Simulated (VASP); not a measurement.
Mo:

```xyz
1
Lattice="2.7355 0.0000 0.0000 -1.3678 2.3690 0.0000 0.0000 0.0000 2.5552" Properties=species:S:1:pos:R:3 pbc="T T T"
Mo    0.0000    0.0000    1.2776
```

* Program: VASP 6.6.1
* Task: relaxation of cell and atoms
* Functional: LDA
* Potentials or basis: VASP PAW LDA potentials, release 64 (Mo_sv)
* Cutoff: 600 eV
* k mesh: 11 × 11 × 11
* Occupations: methfessel-paxton, width 0.15 eV
* Spin: no spin polarisation

At the start: pressure -8.1 GPa; volume 16.56 Å³/atom.

Task: Where does the relaxation end?

Result: Over 9 steps the energy falls by 32.4 meV/atom and the volume is 15.97 Å³/atom (-3.6 %); space group P6/mmm (No. 191, to 0.05 Å).

The path:
```csv
step,energy change (eV),largest force (eV/Å),pressure (GPa),volume (Å³)
1,0.0000,0.0000,-8.10,16.56
2,0.0987,0.0000,27.54,14.61
3,-0.0303,0.0000,1.12,15.89
4,-0.0304,0.0000,1.57,15.86
5,-0.0294,0.0000,-1.31,16.07
6,-0.0323,0.0000,0.23,15.95
7,-0.0323,0.0000,0.22,15.95
8,-0.0323,0.0000,-0.41,15.99
9,-0.0324,0.0000,-0.01,15.97
```

Final structure:
```
Mo
1.0
     2.73288    0.00000    0.00000
    -1.36644    2.36674    0.00000
     0.00000    0.00000    2.46896
Mo
1
Direct
  0.00000 0.00000 0.50000
```
